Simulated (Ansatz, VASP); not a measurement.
# InSb3 in VASP and in Ansatz

File INCAR:

```
ALGO = Normal
EDIFF = 1E-7
ENCUT = 520
GGA = PE
ISIF = 2
ISMEAR = -1
LASPH = True
LCHARG = False
LREAL = False
LWAVE = False
NBANDS = 22
NELM = 60
PREC = Accurate
SIGMA = 0.05
```

KPOINTS

```
k-points
0
Gamma
  6 6 6
```

File POSCAR:

```
InSb3
1.0
    4.8696159243      0.0000000000      0.0000000000
    0.0000000000      4.8696159243      0.0000000000
    0.0000000000      0.0000000000      4.8696159243
Sb In
3 1
Direct
    0.5000000000      0.5000000000      0.0000000000
    0.0000000000      0.5000000000      0.5000000000
    0.5000000000      0.0000000000      0.5000000000
    0.0000000000      0.0000000000      0.0000000000
```

File input.yaml:

```yaml
crystal:
  lattice:
    - [4.8696159243, 0.0, 0.0]
    - [0.0, 4.8696159243, 0.0]
    - [0.0, 0.0, 4.8696159243]
  atoms:
    - { symbol: Sb, position: [0.5, 0.5, 0.0] }
    - { symbol: Sb, position: [0.0, 0.5, 0.5] }
    - { symbol: Sb, position: [0.5, 0.0, 0.5] }
    - { symbol: In, position: [0.0, 0.0, 0.0] }
hamiltonian:
  xc: pbe
  pseudopotentials: { kind: paw }
kpoints:
  mp_grid: { grid: [6, 6, 6] }
scf:
  occupations: { method: fermi_dirac, width: 0.05 }
output:
  forces: true
  stress: true
  eigenvalues: true
```

Alike in both runs: task single point; functional PBE; k mesh 6 × 6 × 6; occupations fermi-dirac, width 0.05 eV; no spin polarisation.

|  | VASP | Ansatz |
| --- | --- | --- |
| version | VASP 6.6.1 | Ansatz 0.2.0 |
| potentials or method | VASP PAW PBE potentials, release 64 (Sb, In_d) | Ansatz PAW |
| plane-wave cutoff (eV) | 520 | 420 |
| valence electrons in the cell | 28 | 58 |

```tsv
	VASP	Ansatz	Ansatz less VASP
gap on the k mesh at the Fermi level (eV)	none	none	-
pressure (GPa)	-1.7	-1.7	+0.09
```

A gap of «none» marks a metal or a gap that the smearing closes. VASP's potentials hold 28 valence electrons a cell and Ansatz's 58, so a difference there can come from the potentials and not from the codes.

Spin-orbit coupling is off throughout.
